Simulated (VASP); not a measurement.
# TaN (P-6m2) in VASP: a series of runs

TaN is run at these levels: PBEsol; tasks: single point, vibrations by perturbation theory.

Program: VASP 6.6.1. These are calculated values, not measurements. Logs are shortened: lines on timing, memory, paths and dates and some standing lists are left out, and cuts for length are marked.

**1. The cell of the first run**

The structure is hexagonal, space group P-6m2 (No. 187). The conventional cell has a = 2.924 Å, b = 2.924 Å, c = 2.871 Å, α = 90.00°, β = 90.00°, γ = 120.00°. Ta (site symmetry -6m2) has 6 N at 2.22 Å and 8 Ta at 2.87 to 2.92 Å within 3.0 Å. N (site symmetry -6m2) has 6 Ta at 2.22 Å and 8 N at 2.87 to 2.92 Å within 3.0 Å.

**2. Single point, PBEsol**

POSCAR

```
TaN
1.0
    2.9239890449      0.0000000000      0.0000000000
   -1.4619945224      2.5322487933      0.0000000000
    0.0000000000      0.0000000000      2.8707276420
Ta N
1 1
Direct
    0.3333333333      0.6666666667      0.5000000000
    0.0000000000      0.0000000000      0.0000000000
```

INCAR.step1

```
SYSTEM = TaN
PREC = Accurate ; ENCUT = 520
EDIFF = 1E-6 ; ISMEAR = 0
SIGMA = 0.1 ; LREAL = .False.
LASPH = .True. ; NELM = 60
ALGO = Normal ; ISIF = 2
LWAVE = .False. ; LCHARG = .True.
LMAXMIX = 4 ; GGA = PS
NBANDS = 15
```

KPOINTS.step1

```
regular mesh
0
Gamma
  18 18 14
  0 0 0
```

INCAR.step2

```
SYSTEM = TaN
PREC = Accurate ; ENCUT = 520
EDIFF = 1E-6 ; ISMEAR = -5
SIGMA = 0.1 ; LREAL = .False.
LASPH = .True. ; NELM = 60
ALGO = Normal ; ISIF = 2
LWAVE = .False. ; LCHARG = .False.
LMAXMIX = 4 ; GGA = PS
LORBIT = 10 ; NBANDS = 15
NEDOS = 1001 ; ICHARG = 11
```

KPOINTS.step2

```
regular mesh
0
Gamma
  27 27 21
  0 0 0
```

Potentials or basis: VASP PAW PBE potentials, release 64 (Ta_pv, N).

Launch:

```
> cat potpaw_PBE.64/Ta_pv/POTCAR potpaw_PBE.64/N/POTCAR > POTCAR
> cp INCAR.step1 INCAR
> cp KPOINTS.step1 KPOINTS
> mpirun -np 1 vasp_std > vasp.out
> cp INCAR.step2 INCAR
> cp KPOINTS.step2 KPOINTS
> mpirun -np 1 vasp_std > vasp.out
```

OUTCAR:

```text
SYSTEM = TaN
   PREC = Accurate
   ENCUT = 520
   EDIFF = 1E-6
   ISMEAR = -5
   LREAL = .False.
   LASPH = .True.
   NELM = 60
   ISIF = 2
   GGA = PS
   LORBIT = 10
   ICHARG = 11

 ion  position               nearest neighbor table
   1  0.333  0.667  0.500-   2 2.22   2 2.22   2 2.22   2 2.22   2 2.22   2 2.22
   2  0.000  0.000  0.000-   1 2.22   1 2.22   1 2.22   1 2.22   1 2.22   1 2.22

  LATTYP: Found a hexagonal cell.
 ALAT       =     2.9239890449
 C/A-ratio  =     0.9817846777

  Lattice vectors:

 A1 = (   2.9239890449,   0.0000000000,   0.0000000000)
 A2 = (  -1.4619945224,   2.5322487933,   0.0000000000)
 A3 = (   0.0000000000,   0.0000000000,   2.8707276420)

Analysis of symmetry for initial positions (statically):
=====================================================================
 Subroutine PRICEL returns:
 Original cell was already a primitive cell.

 Routine SETGRP: Setting up the symmetry group for a
 hexagonal supercell.

 Subroutine GETGRP returns: Found 12 space group operations
 (whereof 12 operations were pure point group operations)
 out of a pool of 24 trial point group operations.

The static configuration has the point symmetry D_3h.

Analysis of symmetry for dynamics (positions and initial velocities):
=====================================================================
 Subroutine PRICEL returns:
 Original cell was already a primitive cell.

 Routine SETGRP: Setting up the symmetry group for a
 hexagonal supercell.

 Subroutine GETGRP returns: Found 12 space group operations
 (whereof 12 operations were pure point group operations)
 out of a pool of 24 trial point group operations.

The dynamic configuration has the point symmetry D_3h.

 Subroutine INISYM returns: Found 12 space group operations
 (whereof 12 operations are pure point group operations),
 and found     1 'primitive' translations

----------------------------------------------------------------------------------------

                                     Primitive cell

  volume of cell :      21.2556

  direct lattice vectors                    reciprocal lattice vectors
     2.923989045  0.000000000  0.000000000     0.341998545  0.197452952  0.000000000
    -1.461994522  2.532248793  0.000000000     0.000000000  0.394905904  0.000000000
     0.000000000  0.000000000  2.870727642     0.000000000  0.000000000  0.348343739

  length of vectors
     2.923989045  2.923989045  2.870727642     0.394905904  0.394905904  0.348343739

  position of ions in fractional coordinates (direct lattice)
     0.333333333  0.666666667  0.500000000
     0.000000000  0.000000000  0.000000000

  ion indices of the primitive-cell ions
   primitive index   ion index
                 1           1
[... 91 lines left out ...]
   EFERMI_NEDOS =   21; number of points for ismear=-14 and -15
   IALGO  =     38    algorithm
   IMIX   =      4    mixing-type and parameters
     AMIX     =   0.40;   BMIX     =  1.00
     AMIX_MAG =   1.60;   BMIX_MAG =  1.00
  volume/ion in A,a.u.               =      10.63        71.72
  Fermi-wavevector in a.u.,A,eV,Ry     =   1.489213  2.814204 30.174390  2.217755
  Thomas-Fermi vector in A             =   2.602150
   LORBIT       =     10    0 simple, 1 ext, 2 COOP (PROOUT), +10 PAW based schemes
   GGA     = PS    functional components
   LHFCALC =     F    Hartree Fock is set to
   AEXX    =    0.0000 exact exchange contribution
   IVDW    =     0    specifies the selected vdW correction
   LEPSILON=     F    determine dielectric tensor
   LRPA    =     F    only Hartree local field effects (RPA)
 non-spin polarized calculation
 Fermi weights with tetrahedron method with Bloechl corrections
  energy-cutoff  :      520.00
  volume of cell :       21.26
 maximum number of plane-waves:       599
 NGX is ok and might be reduce to    24

 number of electron      16.0000000 magnetization

 Free energy of the ion-electron system (eV)
  ---------------------------------------------------
  ext. energy  EPLUGINS =         0.00000000
  ---------------------------------------------------
  free energy    TOTEN  =       -23.80537554 eV

  energy without entropy =      -23.80537554  energy(sigma->0) =      -23.80537554

 E-fermi :   8.2120     XC(G=0): -13.5810

 val. band max:        8.2435290418   @ k =   0.0370   0.0000   0.3333
 cond. band min:       8.2119558799   @ k =   0.0370   0.0000   0.4286
 fundamental gap:     -0.0315731619
 Fermi energy:         8.2120307983

 k-point     1 :       0.0000    0.0000    0.0000
  band No.  band energies     occupation
      1     -26.5034      2.00000
      2     -26.2286      2.00000
      3     -26.2286      2.00000
      4      -9.6044      2.00000
      5       3.6171      2.00000
      6       3.6171      2.00000
      7       3.9448      2.00000
      8       5.3088      2.00000
      9      10.5611      0.00000
     10      11.8966      0.00000
     11      11.8966      0.00000
     12      12.2951      0.00000
     13      12.2951      0.00000
     14      21.3344      0.00000
[... 401 lines left out ...]
      2     -26.4560      2.00000
      3     -26.3678      2.00000
      4      -7.5176      2.00000
      5       0.1711      2.00000
      6       3.1806      2.00000
      7       4.6331      2.00000
      8       5.2143      2.00000
      9      11.2750      0.00000
     10      11.3614      0.00000
     11      13.2211      0.00000
     12      13.6458      0.00000
     13      15.2617      0.00000
     14      21.2521      0.00000
     15      21.7240      0.00000

 [... further k-points ...]
[... 5 lines left out ...]
  --------------------------------------------------------------------------------------
  -------------------------------------------------------------------------------------
  Total        0.1055648      0.1055648      0.1290311      0.0000000     -0.0000000     -0.0000000
  in kB        7.9571173      7.9571173      9.7259262      0.0000000     -0.0000000     -0.0000000
  external PRESSURE =       8.5467203 kB  Pullay stress =       0.0000000 kB

 VOLUME and BASIS-vectors are now :
 -----------------------------------------------------------------------------
  energy-cutoff  :      520.00
  volume of cell :       21.26
      direct lattice vectors                 reciprocal lattice vectors
     2.923989045  0.000000000  0.000000000     0.341998545  0.197452952  0.000000000
    -1.461994522  2.532248793  0.000000000     0.000000000  0.394905904  0.000000000
     0.000000000  0.000000000  2.870727642     0.000000000  0.000000000  0.348343739

 POSITION                                       TOTAL-FORCE (eV/Angst)
 -----------------------------------------------------------------------------------
     -0.00000      1.68817      1.43536        -0.000000     -0.000000      0.000000
      0.00000      0.00000      0.00000         0.000000      0.000000      0.000000
 -----------------------------------------------------------------------------------
    total drift:                                0.000737     -0.000426     -0.000000

  FREE ENERGIE OF THE ION-ELECTRON SYSTEM (eV)
  ---------------------------------------------------
  free  energy   TOTEN  =       -23.8053755439 eV

  energy  without entropy=      -23.8053755439  energy(sigma->0) =      -23.80537554

 total charge

# of ion       s       p       d       tot
------------------------------------------
    1        0.309   6.276   2.459   9.043
    2        1.222   2.502   0.000   3.724
--------------------------------------------------
tot          1.530   8.778   2.459  12.767
```

OUTCAR.step1:

```text
SYSTEM = TaN
   PREC = Accurate
   ENCUT = 520
   EDIFF = 1E-6
   ISMEAR = 0
   LREAL = .False.
   LASPH = .True.
[... 655 lines left out ...]
     -0.00000      1.68817      1.43536         0.000000      0.000000      0.000000
      0.00000      0.00000      0.00000        -0.000000      0.000000      0.000000
 -----------------------------------------------------------------------------------
    total drift:                                0.000000     -0.000000     -0.000000

  FREE ENERGIE OF THE ION-ELECTRON SYSTEM (eV)
  ---------------------------------------------------
  free  energy   TOTEN  =       -23.8056404512 eV

  energy  without entropy=      -23.8053883519  energy(sigma->0) =      -23.80551440
```

OSZICAR.step1:

```text
N       E                     dE             d eps       ncg     rms          rms(c)
DAV:   1     0.907442146443E+02    0.90744E+02   -0.88217E+03  8880   0.114E+03
DAV:   2    -0.232757423990E+02   -0.11402E+03   -0.10724E+03 10665   0.308E+02
DAV:   3    -0.261208526273E+02   -0.28451E+01   -0.28313E+01 10140   0.453E+01
DAV:   4    -0.261324216957E+02   -0.11569E-01   -0.11566E-01 11547   0.313E+00
DAV:   5    -0.261324878230E+02   -0.66127E-04   -0.66126E-04 10217   0.222E-01    0.245E+01
DAV:   6    -0.239038949512E+02    0.22286E+01   -0.34924E+00 11675   0.224E+01    0.106E+01
DAV:   7    -0.238412033346E+02    0.62692E-01   -0.55824E-01  9671   0.578E+00    0.712E+00
DAV:   8    -0.238130643633E+02    0.28139E-01   -0.14557E-01 11001   0.317E+00    0.147E+00
DAV:   9    -0.238057579119E+02    0.73065E-02   -0.15815E-02 10063   0.103E+00    0.206E-01
DAV:  10    -0.238057138917E+02    0.44020E-04   -0.10892E-03 11155   0.390E-01    0.842E-02
DAV:  11    -0.238056399074E+02    0.73984E-04   -0.91592E-05 10371   0.106E-01    0.987E-03
DAV:  12    -0.238056405161E+02   -0.60878E-06   -0.12090E-05  9552   0.308E-02    0.513E-03
DAV:  13    -0.238056404512E+02    0.64945E-07   -0.33718E-08  4874   0.181E-03
   1 F= -.23805640E+02 E0= -.23805514E+02  d E =-.252099E-03
```

It took 2.6 min on 1 thread of Intel Xeon Platinum 8259CL at 2.50GHz (Skylake/Cascade Lake), shared host; peak memory 0.4 GiB.

What came out:

```
Valence electrons inside the program's atomic spheres : Ta 9.04; N 3.72
```

Levels at points of the mesh, in eV from the Fermi level:
```csv
k point,band 5,band 6,band 7,band 8,band 9,band 10,band 11,band 12
"(0.00, 0.00, 0.00)",-4.59,-4.59,-4.27,-2.90,2.35,3.68,3.68,4.08
```

Caveat: the PAW data sets were made with another functional, which shifts forces and pressure a little; spin-orbit coupling is left out, which moves the levels of the heavy elements.

**3. Vibrations by perturbation theory, PBEsol**

This run uses another cell than the first one, of 10.00 Å³/atom.

INCAR

```
SYSTEM = TaN
  PREC = Accurate
  ENCUT = 520
  EDIFF = 1E-8
  ISMEAR = -1
  SIGMA = 0.15
  LREAL = .False.
  LASPH = .True.
  NELM = 100
  ALGO = Normal
  ISIF = 2
  LWAVE = .False.
  LCHARG = .False.
  GGA = PS
  IBRION = 8
  NSW = 1
```

KPOINTS

```
Automatic mesh
0
Gamma
  18 18 14
  0 0 0
```

POSCAR

```
TaN
1.0
    2.8619542351      0.0000000000      0.0000000000
   -1.4309771176      2.4785250720      0.0000000000
    0.0000000000      0.0000000000      2.8200096295
Ta N
1 1
Direct
    0.3333333333      0.6666666667      0.5000000000
    0.0000000000      0.0000000000      0.0000000000
```

Potentials or basis: VASP PAW PBE potentials, release 64 (Ta_pv, N).

Launch:

```
> cat potpaw_PBE.64/Ta_pv/POTCAR potpaw_PBE.64/N/POTCAR > POTCAR
> mpirun -np 1 vasp_std > vasp.out
```

OUTCAR:

```text
SYSTEM = TaN
   PREC = Accurate
   ENCUT = 520
   EDIFF = 1E-8
   ISMEAR = -1
   LREAL = .False.
   LASPH = .True.
   NELM = 100
   ISIF = 2
   GGA = PS
   IBRION = 8
   NSW = 1

 ion  position               nearest neighbor table
   1  0.333  0.667  0.500-   2 2.17   2 2.17   2 2.17   2 2.17   2 2.17   2 2.17
   2  0.000  0.000  0.000-   1 2.17   1 2.17   1 2.17   1 2.17   1 2.17   1 2.17

  LATTYP: Found a hexagonal cell.
 ALAT       =     2.8619542351
 C/A-ratio  =     0.9853440684

  Lattice vectors:

 A1 = (   2.8619542351,   0.0000000000,   0.0000000000)
 A2 = (  -1.4309771176,   2.4785250720,   0.0000000000)
 A3 = (   0.0000000000,   0.0000000000,   2.8200096295)

Analysis of symmetry for initial positions (statically):
=====================================================================
 Subroutine PRICEL returns:
 Original cell was already a primitive cell.

 Routine SETGRP: Setting up the symmetry group for a
 hexagonal supercell.

 Subroutine GETGRP returns: Found 12 space group operations
 (whereof 12 operations were pure point group operations)
 out of a pool of 24 trial point group operations.

The static configuration has the point symmetry D_3h.

Analysis of symmetry for dynamics (positions and initial velocities):
=====================================================================
 Subroutine PRICEL returns:
 Original cell was already a primitive cell.

 Routine SETGRP: Setting up the symmetry group for a
[... 547 lines left out ...]
      0.00000      0.00000      0.00000        -0.000000     -0.000000      0.000000
 -----------------------------------------------------------------------------------
    total drift:                                0.000000     -0.000000     -0.000000

  FREE ENERGIE OF THE ION-ELECTRON SYSTEM (eV)
  ---------------------------------------------------
  free  energy   TOTEN  =       -23.7074343259 eV

  energy  without entropy=      -23.6975524543  energy(sigma->0) =      -23.70249339

[... ionic steps 2 to 3 ...]

--------------------------------------- Ionic step        4  -------------------------------------------

------------------------ aborting loop because EDIFF is reached ----------------------------------------
[... 11 lines left out ...]
[... ionic steps 8 to 8 ...]

--------------------------------------- Ionic step        9  -------------------------------------------

 Free energy of the ion-electron system (eV)
  ---------------------------------------------------
  ---------------------------------------------------
  free energy    TOTEN  =        -0.23502192 eV

  energy without entropy =       -0.23502192

------------------------ aborting loop because EDIFF is reached ----------------------------------------

 INTERNAL STRAIN TENSOR  FOR ION    2  DIRECTION 3   (eV/Angst):
 -----------------------------------------------------------------------------
     0.00329  0.00000  0.00000
     0.00000  0.00329  0.00000
    -0.00000  0.00000  0.00869

 INTERNAL STRAIN TENSOR FOR ION    2 for displacements in x,y,z  (eV/Angst):
          X           Y           Z          XY          YZ          ZX
  --------------------------------------------------------------------------------
  x     0.00000    -0.00000     0.00000    -5.01145     0.00000     0.00000
  y    -5.01145     5.01145     0.00000    -0.00000     0.00000     0.00000
  z     0.00000     0.00000     0.00000    -0.00000     0.00000     0.00000

 SECOND DERIVATIVES (NOT SYMMETRIZED)
 ------------------------------------
               1X          1Y          1Z          2X          2Y          2Z
  1X   -16.532362    0.000000    0.000000   16.532362   -0.000000    0.000000
  1Y     0.000000  -16.532362    0.000000   -0.000000   16.532362    0.000000
  1Z     0.000000    0.000000  -19.252235    0.000000    0.000000   19.252235
  2X    16.528922   -0.000000    0.000000  -16.528922    0.000000    0.000000
  2Y    -0.000000   16.528922    0.000000    0.000000  -16.528922    0.000000
  2Z    -0.000000   -0.000000   19.246054    0.000000    0.000000  -19.246054

 Eigenvectors and eigenvalues of the dynamical matrix
 ----------------------------------------------------

   1 f  =   19.025263 THz   119.539253 2PiTHz  634.614463 cm-1    78.682130 meV
             X         Y         Z           dx          dy          dz
     -0.000000  1.652350  1.410005     0.000000    0.000000   -0.268030
      0.000000  0.000000  0.000000    -0.000000    0.000000    0.963411
[... 21 lines left out ...]
   6 f/i=    0.000789 THz     0.004956 2PiTHz    0.026310 cm-1     0.003262 meV
             X         Y         Z           dx          dy          dz
     -0.000000  1.652350  1.410005    -0.000000   -0.000000    0.963411
      0.000000  0.000000  0.000000     0.000000    0.000000    0.268030

--------------------------------------------------------------------------------------------------------

 ELASTIC MODULI CONTR FROM IONIC RELAXATION (kBar)
 Direction    XX          YY          ZZ          XY          YZ          ZX
 --------------------------------------------------------------------------------
 XX         -94.1227     94.1227     -0.0000      0.0000      0.0000      0.0000
 YY          94.1227    -94.1227      0.0000      0.0000      0.0000     -0.0000
 ZZ          -0.0000      0.0000     -0.0000      0.0000      0.0000      0.0000
 XY           0.0000      0.0000      0.0000    -94.1227      0.0000      0.0000
 YZ           0.0000      0.0000      0.0000      0.0000      0.0000      0.0000
 ZX           0.0000     -0.0000      0.0000      0.0000      0.0000     -0.0000
 --------------------------------------------------------------------------------
```

OSZICAR:

```text
N       E                     dE             d eps       ncg     rms          rms(c)
DAV:   1     0.904630759483E+02    0.90463E+02   -0.93424E+03  7104   0.143E+03
DAV:   2    -0.223216021069E+02   -0.11278E+03   -0.10673E+03  8192   0.348E+02
[... 87 lines left out ...]
RMM:   7    -0.235019639293E+00    0.14193E-04   -0.49464E-06 18894   0.442E-03    0.459E-04
RMM:   8    -0.235024103710E+00   -0.44644E-05   -0.20015E-06 20384   0.161E-03    0.225E-04
RMM:   9    -0.235022271485E+00    0.18322E-05   -0.85507E-07 19707   0.570E-04    0.312E-05
RMM:  10    -0.235021907489E+00    0.36400E-06   -0.57198E-07 21523   0.183E-04    0.114E-05
RMM:  11    -0.235021924247E+00   -0.16759E-07   -0.10837E-07 21116   0.480E-05    0.433E-06
RMM:  12    -0.235021923171E+00    0.10766E-08   -0.17360E-08 20480   0.170E-05    0.944E-07
 Linear response finished
```

Run time: 15 min. Hardware: 1 thread of AMD EPYC 9R45 (Zen 5), shared host; peak memory 0.72 GiB.

Results:

```yaml
Highest_phonon_frequency_at_Γ: 635 cm⁻¹
```

Phonon frequencies in cm⁻¹ (negative: imaginary):
```csv
q point,frequencies
"(0.000, 0.000, 0.000)",0 0 0 588 588 635
```

Caveat: the cell stands under pressure or tension, which shifts response properties; the PAW data sets were made with another functional, which shifts forces and pressure a little; spin-orbit coupling is left out, which moves the levels of the heavy elements.
